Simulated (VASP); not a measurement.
Write the native input for VASP 6.6.1 that does the following.

| Property | Result |
| --- | --- |
| Task | single point |
| Functional | LDA |
| Potentials or basis | VASP PAW LDA potentials, release 64 (Sn_d, Se) |
| Cutoff | 500 eV |
| k mesh | 14 × 14 × 14 |
| Occupations | fermi-dirac, width 0.05 eV |
| Spin | no spin polarisation |
| Dipole correction | no |
| Further INCAR settings | ALGO = Normal; EDIFF = 1e-06; NBANDS = 17 |

The structure of SnSe (rocksalt type) lies in POSCAR:

```
SnSe
1.0
    0.0000000000      2.9485371505      2.9485371505
    2.9485371505      0.0000000000      2.9485371505
    2.9485371505      2.9485371505      0.0000000000
Sn Se
1 1
Direct
    0.0000000000      0.0000000000      0.0000000000
    0.5000000000      0.5000000000      0.5000000000
```

These files were run (other wordings do the same):

INCAR

```
PREC = Accurate
ENCUT = 500
EDIFF = 1E-6
ISMEAR = -1
SIGMA = 0.05
LREAL = F
LASPH = T
NELM = 120
ALGO = Normal
ISIF = 2
LWAVE = F
LCHARG = F
NBANDS = 17
GGA_COMPAT = F
```

KPOINTS

```
Automatic mesh
0
Gamma
  14 14 14
```

Potentials or basis: VASP PAW LDA potentials, release 64 (Sn_d, Se).

The run is started by

```sh
$ cat potpaw_LDA.64/Sn_d/POTCAR potpaw_LDA.64/Se/POTCAR > POTCAR
$ mpirun -np 1 vasp_std > vasp.out
```

Results of the run:

| Property | Result |
| --- | --- |
| Pressure | 0.1 GPa |
| Band gap on the k mesh | 0.12 eV |

Caveat: spin-orbit coupling is left out, which moves the levels of the heavy elements.

It took 2 min on 1 thread of Intel Xeon 8259CL, with other jobs on the host, peak memory 0.21 GiB.
